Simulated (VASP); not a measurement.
# Ti3C in VASP: notebook, part 2 of 2

VASP 6.6.1. Earlier steps stand in the parts before.

## Step 3: Relaxation of the atoms, PBE

File INCAR:

```
ALGO     = Normal         # electronic algorithm
DIPOL    = 0.5 0.5 0.370
EDIFF    = 1E-6           # SCF threshold, eV
EDIFFG   = -0.025         # ionic threshold
ENCUT    = 520            # plane-wave cutoff, eV
GGA      = PE             # functional
IBRION   = 2              # ionic algorithm
IDIPOL   = 3            
ISIF     = 2              # what is computed and relaxed
ISMEAR   = 0              # smearing method
LASPH    = T              # aspherical terms in the spheres
LCHARG   = F              # write CHGCAR
LDIPOL   = T            
LREAL    = F              # projectors in reciprocal space
LWAVE    = F              # write WAVECAR
NELM     = 100            # most SCF steps
NSW      = 36             # ionic steps
PREC     = Accurate       # precision mode
SIGMA    = 0.1            # smearing width, eV
```

File KPOINTS:

```
k-points
0
Gamma
  9 9 1
```

File POSCAR:

```
Ti3C
1.0
    2.9075446924      0.0000000000      0.0000000000
   -1.4537723462      2.5180075663      0.0000000000
    0.0000000000      0.0000000000     19.9935258682
Ti C
3 1
Selective dynamics
Direct
    0.6666666667      0.3333333333      0.2000647623  F F F
    0.3333333333      0.6666666667      0.3124429313  F F F
    0.0000000000      0.0000000000      0.4248138084  F F F
    0.0000000000      0.0000000000      0.5428520182  F F T
```

Potentials or basis: VASP PAW PBE potentials, release 64 (Ti_sv, C).

On the command line:

```sh
$ cat potpaw_PBE.64/Ti_sv/POTCAR potpaw_PBE.64/C/POTCAR > POTCAR
$ mpirun -np 1 vasp_std > vasp.out
```

OUTCAR:

```text
EDIFF = 1E-6
   EDIFFG = -0.025
   ENCUT = 520
   GGA = PE
   IBRION = 2
   ISIF = 2
   ISMEAR = 0
   LASPH = T
   LREAL = F
   NELM = 100
   NSW = 36
   PREC = Accurate

 ion  position               nearest neighbor table
   1  0.667  0.333  0.200-   2 2.80   2 2.80   2 2.80
   2  0.333  0.667  0.312-   3 2.80   3 2.80   3 2.80   1 2.80   1 2.80   1 2.80
   3  0.000  0.000  0.425-   4 2.36   2 2.80   2 2.80   2 2.80
   4  0.000  0.000  0.543-   3 2.36

  LATTYP: Found a hexagonal cell.
 ALAT       =     2.9075446924
 C/A-ratio  =     6.8764294219

  Lattice vectors:

 A1 = (   2.9075446924,   0.0000000000,   0.0000000000)
 A2 = (  -1.4537723462,   2.5180075663,   0.0000000000)
 A3 = (   0.0000000000,   0.0000000000,  19.9935258682)

Analysis of symmetry for initial positions (statically):
=====================================================================
 Subroutine PRICEL returns:
 Original cell was already a primitive cell.

 Routine SETGRP: Setting up the symmetry group for a
 hexagonal supercell.

 Subroutine GETGRP returns: Found  6 space group operations
 (whereof  6 operations were pure point group operations)
 out of a pool of 24 trial point group operations.

The static configuration has the point symmetry C_3v.

Analysis of symmetry for dynamics (positions and initial velocities):
=====================================================================
 Subroutine PRICEL returns:
 Original cell was already a primitive cell.

 Routine SETGRP: Setting up the symmetry group for a
 hexagonal supercell.

 Subroutine GETGRP returns: Found  6 space group operations
 (whereof  6 operations were pure point group operations)
 out of a pool of 24 trial point group operations.

[... 134 lines left out ...]
   LEPSILON=     F    determine dielectric tensor
   LRPA    =     F    only Hartree local field effects (RPA)
 conjugate gradient relaxation of ions
 non-spin polarized calculation
 Gauss-broadening in eV      SIGMA  =   0.10
  energy-cutoff  :      520.00
  volume of cell :      146.38
 maximum number of plane-waves:      4011
 NGX is ok and might be reduce to    24
   NGX = 11   NGY = 11   NGZ = 75

 dipolmoment           0.000000      0.000000     -0.051174 electrons x Angstroem

--------------------------------------- Ionic step        1  -------------------------------------------

 number of electron      39.9999994 magnetization

 Free energy of the ion-electron system (eV)
  ---------------------------------------------------
  ext. energy  EPLUGINS =         0.00000000
  ---------------------------------------------------
  free energy    TOTEN  =       -26.18303154 eV

  energy without entropy =      -26.16069017  energy(sigma->0) =      -26.17186086

------------------------ aborting loop because EDIFF is reached ----------------------------------------

  FORCE on cell =-STRESS in cart. coord.  units (eV):
  Direction    XX          YY          ZZ          XY          YZ          ZX
  --------------------------------------------------------------------------------------
  -------------------------------------------------------------------------------------
  Total       -1.9864499     -1.9864499     -4.5943550      0.0000000      0.0000000     -0.0000000
  in kB      -21.7427951    -21.7427951    -50.2877627      0.0000000      0.0000000     -0.0000000
  external PRESSURE =     -31.2577843 kB  Pullay stress =       0.0000000 kB
[... 139 lines left out ...]
--------------------------------------- Ionic step        5  -------------------------------------------

 number of electron      39.9999994 magnetization

 dipolmoment           0.000000      0.000000      0.102888 electrons x Angstroem

 Free energy of the ion-electron system (eV)
  ---------------------------------------------------
  ext. energy  EPLUGINS =         0.00000000
  ---------------------------------------------------
  free energy    TOTEN  =       -26.71289092 eV

  energy without entropy =      -26.69082169  energy(sigma->0) =      -26.70185631

 E-fermi :  -0.2423     XC(G=0):  -5.7252

 val. band max:       -0.2639763056   @ k =   0.0000   0.0000   0.0000
 cond. band min:      -0.2369485046   @ k =   0.3333   0.3333   0.0000
 fundamental gap:      0.0270278010
 Fermi energy:        -0.2422839828

 k-point     1 :       0.0000    0.0000    0.0000
  band No.  band energies     occupation
      1     -57.0612      2.00000
      2     -56.8362      2.00000
      3     -56.5161      2.00000
      4     -33.4830      2.00000
      5     -33.0775      2.00000
      6     -33.0162      2.00000
[... 313 lines left out ...]
     23       0.1192      0.00000
     24       0.4935      0.00000

------------------------ aborting loop because EDIFF is reached ----------------------------------------

 vacuum level on the upper side and lower side of the slab       (xc-potential included)         1.219        -1.353

  FORCE on cell =-STRESS in cart. coord.  units (eV):
  Direction    XX          YY          ZZ          XY          YZ          ZX
  --------------------------------------------------------------------------------------
  -------------------------------------------------------------------------------------
  Total       -1.1800098     -1.1800098      0.3769529      0.0000000      0.0000000      0.0000000
  in kB      -12.9158611    -12.9158611      4.1259583      0.0000000      0.0000000      0.0000000
  external PRESSURE =      -7.2352546 kB  Pullay stress =       0.0000000 kB
[... 19 lines left out ...]
  FREE ENERGIE OF THE ION-ELECTRON SYSTEM (eV)
  ---------------------------------------------------
  free  energy   TOTEN  =       -26.7128909249 eV

  energy  without entropy=      -26.6908216918  energy(sigma->0) =      -26.70185631

 reached required accuracy - stopping structural energy minimisation

 vacuum level on the upper side and lower side of the slab         6.813         4.183
```

OSZICAR:

```text
N       E                     dE             d eps       ncg     rms          rms(c)
DAV:   1     0.449552206068E+03    0.44955E+03   -0.22505E+04   656   0.170E+03
DAV:   2     0.294588554797E+02   -0.42009E+03   -0.41755E+03   640   0.501E+02
DAV:   3    -0.215253996559E+02   -0.50984E+02   -0.50606E+02  1088   0.149E+02
DAV:   4    -0.298171743541E+02   -0.82918E+01   -0.82561E+01   944   0.489E+01
[... 92 lines left out ...]
DAV:   5    -0.267129411566E+02   -0.12633E-04   -0.89930E-04   840   0.174E-01    0.729E-02
DAV:   6    -0.267129441707E+02   -0.30141E-05   -0.10055E-03   816   0.295E-01    0.563E-02
DAV:   7    -0.267128923892E+02    0.51781E-04   -0.65304E-04   864   0.221E-01    0.133E-02
DAV:   8    -0.267128911925E+02    0.11967E-05   -0.37885E-05   744   0.534E-02    0.608E-03
DAV:   9    -0.267128909249E+02    0.26764E-06   -0.34086E-06   528   0.126E-02
   5 F= -.26712891E+02 E0= -.26701856E+02  d E =-.529859E+00
```

Run time: 4.7 min. Hardware: 1 thread of Intel Xeon Platinum 8375C at 2.90GHz (Ice Lake), shared host; peak memory 0.3 GiB.

What came out:

* Free energy: -26.7129 eV
* Energy gained by relaxing: 132.5 meV/atom
* Ionic steps: 5
* Band gap on the k mesh: zero (bands 20 and 21 overlap by 0.97 eV)

The path:
| step | energy change (eV) | largest force on free atoms (eV/Å) | pressure (GPa) |
| --- | --- | --- | --- |
| 1 | 0.0000 | 2.0699 | -3.13 |
| 2 | -0.1995 | 1.8994 | -2.78 |
| 3 | -0.5280 | 0.2112 | -0.52 |
| 4 | -0.5290 | 0.1430 | -0.85 |
| 5 | -0.5299 | 0.0051 | -0.72 |

Final structure:
```
Ti C
1.0
     2.90754    0.00000    0.00000
    -1.45377    2.51801    0.00000
     0.00000    0.00000   19.99353
Ti C
3 1
Cartesian
  1.4538 0.8393 4.0000
  0.0000 1.6787 6.2468
  0.0000 0.0000 8.4935
  0.0000 0.0000 10.4720
```

Levels at points of the mesh, in eV from the Fermi level:
```csv
k point,band 17,band 18,band 19,band 20,band 21,band 22,band 23,band 24
"(0.00, 0.00, 0.00)",-1.20,-0.02,0.76,0.76,0.81,0.88,0.88,1.19
```

## Step 4: Relaxation of the atoms, PBE

File INCAR:

```
SYSTEM = Ti3C
PREC = Accurate
ENCUT = 520
EDIFF = 1E-6
ISMEAR = 0
SIGMA = 0.1
LREAL = .False.
LASPH = .True.
NELM = 80
ALGO = Normal
ISIF = 2
LWAVE = .False.
LCHARG = .False.
LDIPOL = .True.
IDIPOL = 3
DIPOL = 0.5 0.5 0.355
GGA = PE
IBRION = 2
NSW = 36
EDIFFG = -0.025
```

File KPOINTS:

```
regular mesh
0
Gamma
  9 9 1
  0 0 0
```

POSCAR, as its differences from that of step 3:

```diff
@@ -12,2 +12,2 @@
     0.0000000000      0.0000000000      0.4248138084  F F F
-    0.0000000000      0.0000000000      0.5428520182  F F T
+    0.3333333333      0.6666666667      0.4828325895  F F T
```

On the command line:

```sh
$ cat potpaw_PBE.64/Ti_sv/POTCAR potpaw_PBE.64/C/POTCAR > POTCAR
$ mpirun -np 1 vasp_std > vasp.out
```

It took 4 min on 1 thread of Intel Xeon Platinum 8375C at 2.90GHz (Ice Lake), shared host; peak memory 0.3 GiB.

The run converged. Its results:

```yaml
Free_energy: -29.2349 eV
Energy_gained_by_relaxing: 82.9 meV/atom
Ionic_steps: 5
Band_gap_on_the_k_mesh: zero (bands 20 and 21 overlap by 0.75 eV)
```

The path:
```csv
step,energy change (eV),largest force on free atoms (eV/Å),pressure (GPa)
1,0.0000,2.1659,2.03
2,-0.1977,1.5310,3.37
3,-0.3244,0.3689,5.36
4,-0.3315,0.0340,6.05
5,-0.3315,0.0207,5.97
```

Final structure:
```
Ti C
1.0
     2.90754    0.00000    0.00000
    -1.45377    2.51801    0.00000
     0.00000    0.00000   19.99353
Ti C
3 1
Cartesian
  1.4538 0.8393 4.0000
  0.0000 1.6787 6.2468
  0.0000 0.0000 8.4935
  0.0000 1.6787 9.3819
```

Levels at points of the mesh, in eV from the Fermi level:
```tsv
k point	band 17	band 18	band 19	band 20	band 21	band 22	band 23	band 24
(0.00, 0.00, 0.00)	-1.37	-1.37	-0.11	0.58	0.79	0.84	0.84	0.96
```

## Step 5: Relaxation of the atoms, PBE

File INCAR:

```
  PREC = Accurate
  ENCUT = 520
  EDIFF = 1E-6
  ISMEAR = 0
  SIGMA = 0.1
  LREAL = False
  LASPH = True
  NELM = 80
  ALGO = Normal
  ISIF = 2
  LWAVE = False
  LCHARG = False
  LDIPOL = True
  IDIPOL = 3
  DIPOL = 0.5 0.5 0.355
  GGA = PE
  IBRION = 2
  NSW = 36
  EDIFFG = -0.025
```

File KPOINTS:

```
regular mesh
0
Gamma
  9 9 1
```

POSCAR, as its differences from that of step 4:

```diff
@@ -12,2 +12,2 @@
     0.0000000000      0.0000000000      0.4248138084  F F F
-    0.3333333333      0.6666666667      0.4828325895  F F T
+    0.6666666667      0.3333333333      0.4828325895  F F T
```

On the command line:

```sh
$ cat potpaw_PBE.64/Ti_sv/POTCAR potpaw_PBE.64/C/POTCAR > POTCAR
$ mpirun -np 1 vasp_std > vasp.out
```

Run time: 6.5 min. Hardware: 1 thread of Intel Xeon 8259CL, shared host; peak memory 0.3 GiB.

It converged, with:

```yaml
Free_energy: -29.1480 eV
Energy_gained_by_relaxing: 66.7 meV/atom
Ionic_steps: 4
Band_gap_on_the_k_mesh: zero (bands 20 and 21 overlap by 0.89 eV)
```

The path:
| step | energy change (eV) | largest force on free atoms (eV/Å) | pressure (GPa) |
| --- | --- | --- | --- |
| 1 | 0.0000 | 1.8155 | 1.84 |
| 2 | -0.1447 | 1.4496 | 2.93 |
| 3 | -0.2661 | 0.1150 | 5.74 |
| 4 | -0.2668 | 0.0028 | 5.52 |

Final structure:
```yaml
crystal:
  lattice:
    - [2.90754, 0.00000, 0.00000]
    - [-1.45377, 2.51801, 0.00000]
    - [0.00000, 0.00000, 19.99353]
  atoms:
    - { symbol: Ti, position: [0.66667, 0.33333, 0.20006] }
    - { symbol: Ti, position: [0.33333, 0.66667, 0.31244] }
    - { symbol: Ti, position: [0.00000, 0.00000, 0.42481] }
    - { symbol: C, position: [0.66667, 0.33333, 0.47027] }
```

Levels at points of the mesh, in eV from the Fermi level:
```tsv
k point	band 17	band 18	band 19	band 20	band 21	band 22	band 23	band 24
(0.00, 0.00, 0.00)	-1.11	-1.11	-0.14	0.58	0.78	0.80	0.80	0.98
```

## Step 6: Summary

```tsv
cell	gap on the mesh (eV)
atoms relaxed, atomic positions A	none
atoms relaxed, atomic positions B	none
atoms relaxed, atomic positions C	none
```

Alike in all rows: task relaxation of the atoms; level PBE; potentials or basis VASP PAW PBE potentials, release 64 (Ti_sv, C); no spin polarisation; k mesh 9 × 9 × 1; cutoff (eV) 520; smearing gaussian 0.1 eV.

Absolute energies hang on the potentials; compare differences alone.
